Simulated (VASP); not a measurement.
Set up this calculation in VASP 6.6.1, as the native input.

| Property | Result |
| --- | --- |
| Task | relaxation of cell and atoms |
| Functional | PBEsol |
| Potentials or basis | VASP PAW PBE potentials, release 64 (B) |
| Cutoff | 600 eV |
| k mesh | 16 × 16 × 16 |
| Occupations | fermi-dirac, width 0.1 eV |
| Spin | no spin polarisation |
| Dipole correction | no |
| Further INCAR settings | ALGO = Normal; EDIFF = 1e-07; IBRION = 2; EDIFFG = -0.01; NSW = 80; ISIF = 3 |

The structure of B lies in POSCAR:

```
B
1.0
    1.9200471483      0.0000000000      0.0000000000
    0.0000000000      1.9200471483      0.0000000000
    0.0000000000      0.0000000000      1.9200471483
B
1
Direct
    0.0000000000      0.0000000000      0.0000000000
```

The input as run:

INCAR

```
ALGO = Normal ; EDIFF = 1E-7
EDIFFG = -0.01 ; ENCUT = 600
GGA = PS ; IBRION = 2
ISIF = 3 ; ISMEAR = -1
LASPH = T ; LCHARG = F
LREAL = F ; LWAVE = F
NELM = 60 ; NSW = 80
PREC = Accurate ; SIGMA = 0.1
```

KPOINTS

```
k-points
0
Gamma
  16 16 16
```

Potentials or basis: VASP PAW PBE potentials, release 64 (B).

Run with:

```console
$ cat potpaw_PBE.64/B/POTCAR > POTCAR
$ mpirun -np 1 vasp_std > vasp.out
```

Results of the run:

* Relaxed volume: 6.61 Å³/atom
* Relaxed cell: a = 1.877 Å, b = 1.877 Å, c = 1.877 Å, α = 90.00°, β = 90.00°, γ = 90.00°
* Space group after relaxing (to 0.05 Å): Pm-3m (No. 221)
* Energy gained by relaxing: 22.4 meV/atom
* Ionic steps: 3
* Pressure after relaxing: 0.0 GPa

Caveat: the PAW data sets were made with another functional, which shifts forces and pressure a little.

Run time: 9.3 s on 1 thread of Intel Xeon 8259CL, with other jobs on the host, peak memory 0.11 GiB.
